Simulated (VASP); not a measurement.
Input of a VASP 6.6.1 run:

INCAR

```
PREC = Accurate
ENCUT = 520
EDIFF = 1E-6
ISMEAR = 1
SIGMA = 0.1
LREAL = False
LASPH = True
NELM = 60
ALGO = Normal
ISIF = 2
LWAVE = False
LCHARG = False
GGA = PS
NBANDS = 13
```

Contents of KPOINTS:

```
regular mesh
0
Gamma
  16 16 16
```

File POSCAR:

```
Ge
1.0
   -1.6084200000      1.6084200000      1.8731800000
    1.6084200000     -1.6084200000      1.8731800000
    1.6084200000      1.6084200000     -1.8731800000
Ge
1
Direct
    0.5000000000      0.5000000000      0.0000000000
```

Potentials or basis: VASP PAW PBE potentials, release 64 (Ge_d).

The run is started by

```bash
$ cat potpaw_PBE.64/Ge_d/POTCAR > POTCAR
$ mpirun -np 1 vasp_std > vasp.out
```

**Question.** Estimate the band gap on the k mesh.

**Answer.** Zero (band 7 reaches 14.96 eV, above the bottom of band 8 at 3.62 eV).

**Question.** What does it give for the pressure?

**Answer.** -3.6 GPa.

Stress tensor (GPa, compression positive):
```
-4.04  0.00  0.00
 0.00 -4.04  0.00
 0.00  0.00 -2.71
```

Caveat: the PAW data sets were made with another functional, which shifts forces and pressure a little.
